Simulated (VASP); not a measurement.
Input of a VASP 6.6.1 run:

Contents of POSCAR:

```
MnS
1.0
    3.9535775800      0.0000000000      0.0000000000
   -1.9767887900      3.4238986200      0.0000000000
    0.0000000000      0.0000000000      6.3425299100
Mn S
2 2
Direct
    0.3333333300      0.6666666700      0.9988446700
    0.6666666700      0.3333333300      0.4988614400
    0.6666666700      0.3333333300      0.1261543000
    0.3333333300      0.6666666700      0.6261406000
```

INCAR.step1

```
SYSTEM = MnS
ALGO = Normal ; EDIFF = 1E-4
ENCUT = 520 ; GGA = PE
ISMEAR = 0 ; ISPIN = 2
LASPH = .TRUE. ; LCHARG = .FALSE.
LDAU = .TRUE. ; LDAUJ = 0 0
LDAUL = 2 -1 ; LDAUTYPE = 2
LDAUU = 2 0 ; LMAXMIX = 4
LREAL = .FALSE. ; LWAVE = .TRUE.
MAGMOM = 5 -5 0 0 ; NBANDS = 31
NELM = 150 ; PREC = Accurate
SIGMA = 0.05
```

INCAR.step2

```
SYSTEM = MnS
ALGO = Normal ; EDIFF = 1E-7
ENCUT = 520 ; ISIF = 2
ISMEAR = 0 ; ISPIN = 2
ISTART = 1 ; LASPH = .TRUE.
LCHARG = .FALSE. ; LDAU = .TRUE.
LDAUJ = 0 0 ; LDAUL = 2 -1
LDAUPRINT = 1 ; LDAUTYPE = 2
LDAUU = 2 0 ; LMAXMIX = 4
LMIXTAU = .TRUE. ; LORBIT = 11
LREAL = .FALSE. ; LWAVE = .FALSE.
MAGMOM = 5 -5 0 0 ; METAGGA = R2SCAN
NBANDS = 31 ; NELM = 150
PREC = Accurate ; SIGMA = 0.05
```

File KPOINTS:

```
k-points
0
G
  6 6 3
  0 0 0
```

Potentials or basis: VASP PAW PBE potentials, release 64 (Mn_pv, S).

Launch:

```console
$ cat potpaw_PBE.64/Mn_pv/POTCAR potpaw_PBE.64/S/POTCAR > POTCAR
$ cp INCAR.step1 INCAR
$ mpirun -np 1 vasp_std > vasp.out
$ cp INCAR.step2 INCAR
$ mpirun -np 1 vasp_std > vasp.out
```

Predict the site moments.

Mn +4.47, -4.47; S +0.02, -0.02 μB.

Estimate the net moment.

0.00 μB per cell.

What does it give for the largest force?

0.148 eV/Å.

Predict the band gap on the k mesh.

2.57 eV (least direct gap 2.79 eV).

Stress tensor (GPa, compression positive):
```
3.26 0.00 0.00
0.00 3.26 0.00
0.00 0.00 4.43
```

Caveat: the cell stands under pressure; the PAW data sets were made with another functional, which shifts forces and pressure a little; an odd mesh through Γ misses points on the zone boundary, where band edges can lie.
